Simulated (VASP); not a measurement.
# AgCl (P-1) in VASP: further runs

AgCl is run at these levels: PBEsol; tasks: single point.

All numbers are computed with VASP 6.6.1; they aren't measurements. Logs are shortened: lines on timing, memory, paths and dates and some standing lists are left out, and cuts for length are marked.

**1. The cell of the first run**

The typed cell holds 2 atoms: a = 3.342 Å, b = 3.336 Å, c = 3.347 Å, α = 96.27°, β = 99.42°, γ = 89.74°.

**2. Single point, PBEsol (engineering shear strain xz -0.1650, engineering shear strain yz -0.1100)**

Contents of INCAR:

```
SYSTEM = AgCl
PREC = Accurate
ENCUT = 520
EDIFF = 1E-7
ISMEAR = 0
SIGMA = 0.05
LREAL = .FALSE.
LASPH = .TRUE.
NELM = 100
ALGO = Normal
ISIF = 2
LWAVE = .FALSE.
LCHARG = .FALSE.
GGA = PS
NBANDS = 16
```

Contents of KPOINTS:

```
Automatic mesh
0
G
  10 10 10
  0 0 0
```

Contents of POSCAR:

```
AgCl
1.0
    3.3311591989      0.0000000000     -0.2748206339
    0.0000000000      3.3311591989     -0.1832137559
   -0.2748206339     -0.1832137559      3.3311591989
Ag Cl
1 1
Direct
    0.0000000000      0.0000000000      0.0000000000
    0.5000000000      0.5000000000      0.5000000000
```

Potentials or basis: VASP PAW PBE potentials, release 64 (Ag, Cl).

The run is started by

```sh
> cat potpaw_PBE.64/Ag/POTCAR potpaw_PBE.64/Cl/POTCAR > POTCAR
> mpirun -np 1 vasp_std > vasp.out
```

OUTCAR:

```text
SYSTEM = AgCl
   PREC = Accurate
   ENCUT = 520
   EDIFF = 1E-7
   ISMEAR = 0
   LREAL = .FALSE.
   LASPH = .TRUE.
   NELM = 100
   ISIF = 2
   GGA = PS

 ion  position               nearest neighbor table
   1  0.000  0.000  0.000-   2 2.62   2 2.62   2 2.84   2 2.84   2 2.94   2 2.94
   2  0.500  0.500  0.500-   1 2.62   1 2.62   1 2.84   1 2.84   1 2.94   1 2.94

  LATTYP: Found a triclinic cell.
 ALAT       =     8.0363697874
 B/A-ratio  =     1.0254914215
 C/A-ratio  =     0.8892529153
 COS(alpha) =     0.0034197177
 COS(beta)  =     0.5237802753
 COS(gamma) =     0.8501222036

  Lattice vectors:

 A1 = (  -2.7815179311,   3.6975867107,  -6.5707115198)
 A2 = (  -3.0563385650,   6.8455321537,  -3.4227660768)
 A3 = (   0.5496412678,  -2.9647316871,  -6.4791046419)

Analysis of symmetry for initial positions (statically):
=====================================================================
 Subroutine PRICEL returns:
 Original cell was already a primitive cell.

 Routine SETGRP: Setting up the symmetry group for a
 triclinic supercell.

 Subroutine GETGRP returns: Found  2 space group operations
 (whereof  2 operations were pure point group operations)
 out of a pool of  2 trial point group operations.

The static configuration has the point symmetry S_2 .

Analysis of symmetry for dynamics (positions and initial velocities):
=====================================================================
 Subroutine PRICEL returns:
 Original cell was already a primitive cell.

 Routine SETGRP: Setting up the symmetry group for a
 triclinic supercell.

 Subroutine GETGRP returns: Found  2 space group operations
 (whereof  2 operations were pure point group operations)
 out of a pool of  2 trial point group operations.

The dynamic configuration has the point symmetry S_2 .

 Subroutine INISYM returns: Found  2 space group operations
 (whereof  2 operations are pure point group operations),
 and found     1 'primitive' translations

----------------------------------------------------------------------------------------

                                     Primitive cell

  volume of cell :      36.6012

  direct lattice vectors                    reciprocal lattice vectors
     3.331159199  0.000000000 -0.274820634     0.302259294  0.001375663  0.025012053
     0.000000000  3.331159199 -0.183213756     0.001375663  0.301112908  0.016674702
    -0.274820634 -0.183213756  3.331159199     0.025012053  0.016674702  0.303176403

  length of vectors
     3.342476326  3.336193773  3.347493879     0.303295526  0.301577389  0.304663059

  position of ions in fractional coordinates (direct lattice)
     0.000000000  0.000000000  0.000000000
     0.500000000  0.500000000  0.500000000

  ion indices of the primitive-cell ions
   primitive index   ion index
                 1           1
                 2           2

----------------------------------------------------------------------------------------

 KPOINTS: Automatic mesh

Automatic generation of k-mesh.
 Grid dimensions read from file:
 generate k-points for:   10   10   10

 Generating k-lattice:

  Cartesian coordinates                     Fractional coordinates (reciprocal lattice)
     0.030225929  0.000137566  0.002501205     0.100000000  0.000000000  0.000000000
     0.000137566  0.030111291  0.001667470     0.000000000  0.100000000  0.000000000
     0.002501205  0.001667470  0.030317640     0.000000000  0.000000000  0.100000000

  Length of vectors
     0.030329553  0.030157739  0.030466306

  Shift w.r.t. Gamma in fractional coordinates (k-lattice)
     0.000000000  0.000000000  0.000000000

 Subroutine IBZKPT returns following result:
 ===========================================

 Found    504 irreducible k-points:

 Following reciprocal coordinates:
            Coordinates               Weight
  0.000000  0.000000  0.000000      1.000000
  0.100000 -0.000000  0.000000      2.000000
  0.200000 -0.000000  0.000000      2.000000
  0.300000  0.000000  0.000000      2.000000
  0.400000  0.000000  0.000000      2.000000
  0.500000 -0.000000  0.000000      1.000000
[... 16 lines left out ...]
 -0.400000  0.200000 -0.000000      2.000000
 -0.300000  0.200000 -0.000000      2.000000
 [... further k-points ...]
   k-points           NKPTS =    504   k-points in BZ     NKDIM =    504   number of bands    NBANDS=     16
   number of dos      NEDOS =    301   number of ions     NIONS =      2
   total plane-waves  NPLWV =  21952
   dimension x,y,z NGX =    28 NGY =   28 NGZ =   28
   dimension x,y,z NGXF=    56 NGYF=   56 NGZF=   56
   ions per type =               1   1
   NGX,Y,Z   is equivalent  to a cutoff of  13.93, 13.95, 13.91 a.u.
   NGXF,Y,Z  is equivalent  to a cutoff of  27.85, 27.91, 27.81 a.u.
 SYSTEM =  AgCl
   PREC   = accura    normal or accurate (medium, high low for compatibility)
   ISTART =      0    job   : 0-new  1-cont  2-samecut
   ICHARG =      2    charge: 1-file 2-atom 10-const
   ISPIN  =      1    spin polarized calculation?
   LNONCOLLINEAR =      F non collinear calculations
   LSORBIT =      F    spin-orbit coupling
   LASPH  =      T    aspherical Exc in radial PAW
   ENCUT  =  520.0 eV  38.22 Ry    6.18 a.u.   6.21  6.20  6.22*2*pi/ulx,y,z
   NELM   =    100;   NELMIN=  2; NELMDL= -5     # of ELM steps
   EDIFF  = 0.1E-06   stopping-criterion for ELM
   LREAL  =      F    real-space projection
   EDIFFG = 0.1E-05   stopping-criterion for IOM
   NSW    =      0    number of steps for IOM
   IBRION =     -1    ionic relax: 0-MD 1-quasi-New 2-CG
   NFREE  =      0    steps in history (QN), initial steepest desc. (CG)
   ISIF   =      2    stress and relaxation
   ISYM   =      2    0-nonsym 1-usesym 2-fastsym
   POTIM  = 0.5000    time-step for ionic-motion
   TEBEG  =    0.0;   TEEND  =   0.0 temperature during run
   PSTRESS=    0.0 pullay stress
   NELECT =      18.0000    total number of electrons
   NUPDOWN=      -1.0000    fix difference up-down
   EMIN   =  10.00;   EMAX   =-10.00  energy-range for DOS
   EFERMI =   0.00;   METHOD = LEGACY
   ISMEAR =     0;   SIGMA  =   0.05  broadening in eV -4-tet -1-fermi 0-gaus
   EFERMI_NEDOS =   21; number of points for ismear=-14 and -15
   IALGO  =     38    algorithm
   IMIX   =      4    mixing-type and parameters
     AMIX     =   0.40;   BMIX     =  1.00
     AMIX_MAG =   1.60;   BMIX_MAG =  1.00
  volume/ion in A,a.u.               =      18.30       123.50
  Fermi-wavevector in a.u.,A,eV,Ry     =   1.292212  2.441927 22.719180  1.669813
  Thomas-Fermi vector in A             =   2.423934
   LORBIT       =      0    0 simple, 1 ext, 2 COOP (PROOUT), +10 PAW based schemes
   GGA     = PS    functional components
   LHFCALC =     F    Hartree Fock is set to
   AEXX    =    0.0000 exact exchange contribution
   IVDW    =     0    specifies the selected vdW correction
   LEPSILON=     F    determine dielectric tensor
   LRPA    =     F    only Hartree local field effects (RPA)
 non-spin polarized calculation
 Gauss-broadening in eV      SIGMA  =   0.05
  energy-cutoff  :      520.00
  volume of cell :       36.60
 maximum number of plane-waves:       999
 NGX is ok and might be reduce to    28
   NGX = 13   NGY = 13   NGZ = 13

 number of electron      18.0000003 magnetization

 Free energy of the ion-electron system (eV)
  ---------------------------------------------------
  ext. energy  EPLUGINS =         0.00000000
  ---------------------------------------------------
  free energy    TOTEN  =        -5.85840948 eV

  energy without entropy =       -5.85839037  energy(sigma->0) =       -5.85839992

 E-fermi :   5.7444     XC(G=0): -11.1387

 val. band max:        5.6915519683   @ k =  -0.0000   0.5000   0.0000
 cond. band min:       5.7968078000   @ k =   0.0000   0.0000   0.0000
 fundamental gap:      0.1052558318
 Fermi energy:         5.7444483066

 k-point     1 :       0.0000    0.0000    0.0000
  band No.  band energies     occupation
      1     -10.2112      2.00000
      2       1.8712      2.00000
      3       1.9391      2.00000
      4       2.6949      2.00000
      5       2.8046      2.00000
      6       2.9883      2.00000
[... 8 lines left out ...]
     15      20.6028      0.00000
     16      21.1651      0.00000

 k-point     2 :       0.1000   -0.0000    0.0000
  band No.  band energies     occupation
      1     -10.1574      2.00000
      2       1.6991      2.00000
      3       1.9065      2.00000
      4       2.2556      2.00000
      5       2.7512      2.00000
      6       2.8348      2.00000
[... 8 lines left out ...]
     15      20.1603      0.00000
     16      20.9512      0.00000

 k-point     3 :       0.2000   -0.0000    0.0000
  band No.  band energies     occupation
      1     -10.0107      2.00000
      2       0.9030      2.00000
      3       1.7170      2.00000
      4       1.9911      2.00000
      5       2.5666      2.00000
      6       2.8004      2.00000
[... 8 lines left out ...]
     15      19.4507      0.00000
     16      20.7452      0.00000

 k-point     4 :       0.3000    0.0000    0.0000
  band No.  band energies     occupation
      1      -9.8155      2.00000
      2      -0.0169      2.00000
      3       1.3818      2.00000
      4       1.9340      2.00000
      5       2.4343      2.00000
      6       2.9710      2.00000
[... 8 lines left out ...]
     15      20.0645      0.00000
     16      20.4868      0.00000
[... 324 lines left out ...]
 k-point    22 :       0.5000    0.2000    0.0000
  band No.  band energies     occupation
      1      -9.4646      2.00000
      2      -0.4864      2.00000
      3       1.0932      2.00000
      4       1.8991      2.00000
      5       2.4721      2.00000
      6       2.8592      2.00000
[... 8 lines left out ...]
     15      19.2283      0.00000
     16      22.3276      0.00000

 k-point    23 :      -0.4000    0.2000   -0.0000
  band No.  band energies     occupation
      1      -9.5330      2.00000
      2      -0.2343      2.00000
      3       1.1833      2.00000
      4       1.9533      2.00000
      5       2.3892      2.00000
      6       2.8347      2.00000
[... 8 lines left out ...]
     15      18.9764      0.00000
     16      21.7588      0.00000

 k-point    24 :      -0.3000    0.2000   -0.0000
  band No.  band energies     occupation
      1      -9.6838      2.00000
      2       0.3101      2.00000
      3       1.2819      2.00000
      4       2.0327      2.00000
      5       2.3679      2.00000
      6       2.8357      2.00000
[... 8 lines left out ...]
     15      18.9720      0.00000
     16      20.7212      0.00000

 [... further k-points ...]
[... 5 lines left out ...]
  --------------------------------------------------------------------------------------
  -------------------------------------------------------------------------------------
  Total        0.4244403      0.4536976      0.4027370      0.1043572     -0.1397562     -0.1955461
  in kB       18.5794035     19.8601124     17.6293697      4.5681216     -6.1176726     -8.5598156
  external PRESSURE =      18.6896285 kB  Pullay stress =       0.0000000 kB

 VOLUME and BASIS-vectors are now :
 -----------------------------------------------------------------------------
  energy-cutoff  :      520.00
  volume of cell :       36.60
      direct lattice vectors                 reciprocal lattice vectors
     3.331159199  0.000000000 -0.274820634     0.302259294  0.001375663  0.025012053
     0.000000000  3.331159199 -0.183213756     0.001375663  0.301112908  0.016674702
    -0.274820634 -0.183213756  3.331159199     0.025012053  0.016674702  0.303176403

 POSITION                                       TOTAL-FORCE (eV/Angst)
 -----------------------------------------------------------------------------------
      0.00000      0.00000      0.00000        -0.000000      0.000000      0.000000
      1.52817      1.57397      1.43656         0.000000     -0.000000      0.000000
 -----------------------------------------------------------------------------------
    total drift:                               -0.000000      0.000000      0.000000

  FREE ENERGIE OF THE ION-ELECTRON SYSTEM (eV)
  ---------------------------------------------------
  free  energy   TOTEN  =        -5.8584094790 eV

  energy  without entropy=       -5.8583903692  energy(sigma->0) =       -5.85839992
```

Run time: 1.7 min. Hardware: 1 thread of Intel Xeon 6975P-C (Granite Rapids), shared host; peak memory 0.39 GiB.

What came out:

| Quantity | Value |
| --- | --- |
| Free energy | -5.8584 eV |
| Pressure | 1.9 GPa |
| Band gap on the k mesh | 0.11 eV (least direct gap 2.16 eV) |

Levels at points of the mesh, in eV from the valence-band top:
```
           k point  band 6  band 7  band 8  band 9  band 10  band 11  band 12  band 13
(0.00, 0.00, 0.00)   -2.70   -2.58   -2.48   -2.06     0.11     8.74     8.86    12.27
(0.50, 0.00, 0.00)   -2.69   -2.10   -0.93   -0.17     4.06     5.70     7.86     9.26
(0.00, 0.50, 0.00)   -2.76   -2.10   -1.12    0.00     4.19     5.64     8.19     9.22
(0.50, 0.50, 0.00)   -2.98   -2.76   -2.27   -1.90     2.02     8.52     8.85     9.46
(0.00, 0.00, 0.50)   -2.62   -2.12   -0.70   -0.41     3.96     5.76     7.52     9.70
(0.50, 0.00, 0.50)   -2.98   -2.83   -2.32   -1.88     2.19     7.77     9.57     9.78
(0.00, 0.50, 0.50)   -2.97   -2.78   -2.29   -1.88     2.10     8.05     9.30     9.63
(0.50, 0.50, 0.50)   -2.27   -1.19   -0.74   -0.20     2.97     3.77     4.92     7.04
```

Caveat: the cell differs from its parent crystal (engineering shear strain xz -0.1650, engineering shear strain yz -0.1100); the PAW data sets were made with another functional, which shifts forces and pressure a little.

**3. Single point, PBEsol (engineering shear strain xz -0.1650, engineering shear strain yz -0.0550)**

Contents of INCAR:

```
SYSTEM = AgCl
  ALGO = Normal
  EDIFF = 1E-6
  ENCUT = 520
  GGA = PS
  ISIF = 2
  ISMEAR = 0
  LASPH = .True.
  LCHARG = .False.
  LREAL = .False.
  LWAVE = .False.
  NBANDS = 16
  NELM = 80
  PREC = Accurate
  SIGMA = 0.05
```

Contents of KPOINTS:

```
k-points
0
Gamma
  10 10 10
  0 0 0
```

Contents of POSCAR:

```
AgCl
1.0
    3.3311591989      0.0000000000     -0.2748206339
    0.0000000000      3.3311591989     -0.0916068780
   -0.2748206339     -0.0916068780      3.3311591989
Ag Cl
1 1
Direct
    0.0000000000      0.0000000000      0.0000000000
    0.5000000000      0.5000000000      0.5000000000
```

Potentials or basis: VASP PAW PBE potentials, release 64 (Ag, Cl).

The run is started by

```sh
> cat potpaw_PBE.64/Ag/POTCAR potpaw_PBE.64/Cl/POTCAR > POTCAR
> mpirun -np 1 vasp_std > vasp.out
```

Run time: 1.7 min. Hardware: 1 thread of Intel Xeon 6975P-C (Granite Rapids), shared host; peak memory 0.39 GiB.

Results (log left out):

| Item | Value |
| --- | --- |
| Free energy | -5.8528 eV |
| Pressure | 1.4 GPa |
| Band gap on the k mesh | 0.04 eV (least direct gap 2.12 eV) |

Stress tensor (GPa, compression positive):
```
 1.31  0.20 -1.10
 0.20  1.49 -0.40
-1.10 -0.40  1.29
```

Levels at points of the mesh, in eV from the valence-band top:
```csv
k point,band 7,band 8,band 9,band 10,band 11,band 12
"(0.00, 0.00, 0.00)",-2.57,-2.52,-2.08,0.04,8.67,8.80
"(0.50, 0.00, 0.00)",-2.13,-0.80,-0.33,4.02,5.61,7.79
"(0.00, 0.50, 0.00)",-2.11,-1.17,0.00,4.24,5.51,8.39
"(0.50, 0.50, 0.00)",-2.79,-2.27,-1.85,2.00,8.39,8.90
"(0.00, 0.00, 0.50)",-2.14,-0.72,-0.42,4.00,5.63,7.69
"(0.50, 0.00, 0.50)",-2.88,-2.32,-1.85,2.18,7.71,9.57
"(0.00, 0.50, 0.50)",-2.80,-2.28,-1.85,2.02,8.24,9.04
"(0.50, 0.50, 0.50)",-1.15,-0.80,-0.26,3.00,3.83,4.68
```

Caveat: the cell differs from its parent crystal (engineering shear strain xz -0.1650, engineering shear strain yz -0.0550); the PAW data sets were made with another functional, which shifts forces and pressure a little.
